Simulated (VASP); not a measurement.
HfN:

```
Hf N
1.0
     0.00000    2.26333    2.26333
     2.26333    0.00000    2.26333
     2.26333    2.26333    0.00000
Hf N
1 1
Direct
  0.00000 0.00000 0.00000
  0.50000 0.50000 0.50000
```

Base run:

```yaml
Program: VASP 6.6.1
Functional: r2SCAN
Potentials_or_basis: VASP PAW PBE potentials, release 64 (Hf_pv, N)
Cutoff: 520 eV
k_mesh: 10 × 10 × 10
Occupations: fermi-dirac, width 0.02 eV
Spin: no spin polarisation
```

Its results: pressure -2.9 GPa.

Question: The run is repeated on the same cell with these changes: functional from r2SCAN to HSE06; k mesh from 10 × 10 × 10 to 6 × 6 × 6. What comes out?

Answer: Pressure -5.8 GPa.

Several settings changed at once, so the effect can't be laid on one alone.

Caveats: some runs use coarse meshes; the PAW data sets were made with another functional, which shifts forces and pressure a little.
